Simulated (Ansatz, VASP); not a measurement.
ZnSn2N2: VASP beside Ansatz

File INCAR:

```
PREC = Accurate
ENCUT = 520
EDIFF = 1E-6
ISMEAR = -1
SIGMA = 0.05
LREAL = False
LASPH = True
NELM = 60
ALGO = Normal
ISIF = 2
LWAVE = False
LCHARG = False
GGA = PE
NBANDS = 33
```

Contents of KPOINTS:

```
regular mesh
0
Gamma
  8 8 4
```

File POSCAR:

```
ZnSn2N2
1.0
    3.3523260000      0.0000000000      0.0000000000
    0.0000000000      3.3523260000      0.0000000000
    0.0000000000      0.0000000000      8.0642090000
Sn Zn N
2 1 2
Direct
    0.5000000000      0.5000000000      0.3058270000
    0.5000000000      0.5000000000      0.6941730000
    0.0000000000      0.0000000000      0.0000000000
    0.0000000000      0.5000000000      0.8541900000
    0.5000000000      0.0000000000      0.1458100000
```

File input.yaml:

```yaml
crystal:
  lattice:
    - [3.352326, 0.0, 0.0]
    - [0.0, 3.352326, 0.0]
    - [0.0, 0.0, 8.064209]
  atoms:
    - { symbol: Sn, position: [0.5, 0.5, 0.305827] }
    - { symbol: Sn, position: [0.5, 0.5, 0.694173] }
    - { symbol: Zn, position: [0.0, 0.0, 0.0] }
    - { symbol: "N", position: [0.0, 0.5, 0.85419] }
    - { symbol: "N", position: [0.5, 0.0, 0.14581] }
hamiltonian:
  xc: pbe
  pseudopotentials: { kind: paw }
kpoints:
  mp_grid: { grid: [8, 8, 4] }
scf:
  occupations: { method: fermi_dirac, width: 0.05 }
output:
  forces: true
  stress: true
  eigenvalues: true
```

Alike in both runs: task single point; functional PBE; k mesh 8 × 8 × 4; occupations fermi-dirac, width 0.05 eV; no spin polarisation.

|  | VASP | Ansatz |
| --- | --- | --- |
| version | VASP 6.6.1 | Ansatz 0.2.0 |
| potentials or method | VASP PAW PBE potentials, release 64 (Sn_d, Zn, N) | Ansatz PAW |
| plane-wave cutoff (eV) | 520 | 420 |
| valence electrons in the cell | 50 | 50 |

Ansatz gave:

- gap on the k mesh at the Fermi level (eV): none
- pressure (GPa): -0.4
- traceless stress, the component that is largest in VASP (GPa): -0.33
- rms of the force components (eV/Å): 0.027

Problem. Which values does VASP return?

Solution. gap on the k mesh at the Fermi level (eV): none; pressure (GPa): -0.3; traceless stress, the component that is largest in VASP (GPa): -0.32; rms of the force components (eV/Å): 0.028.

Atom by atom the forces differ by 0.011 eV/Å (rms over components). A gap of «none» marks a metal or a gap that the smearing closes.
